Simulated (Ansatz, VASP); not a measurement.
**One calculation of Ti, two programs**

```
Ti
1.0
    -1.62999    1.62999    1.62999
     1.62999   -1.62999    1.62999
     1.62999    1.62999   -1.62999
Ti
1
Cartesian
  0.0000 0.0000 0.0000
```

Change from the starting cell: volume scaled by 0.98.

Alike in both runs: task single point; functional PBEsol; k mesh 14 × 14 × 14; occupations fermi-dirac, width 0.05 eV; no spin polarisation.

|  | VASP | Ansatz |
| --- | --- | --- |
| version | VASP 6.6.1 | Ansatz 0.2.0 |
| potentials or method | VASP PAW PBE potentials, release 64 (Ti_sv), cutoff 520 eV | all-electron LAPW, scalar-relativistic |

VASP gave:

```
pressure (GPa) : -5.0
```

Question: What did Ansatz give for the same quantities?

Answer: Pressure (GPa): -4.8.

VASP's potentials were made for PBE, not for PBEsol. Ansatz ran all-electron here, and VASP with PAW potentials.
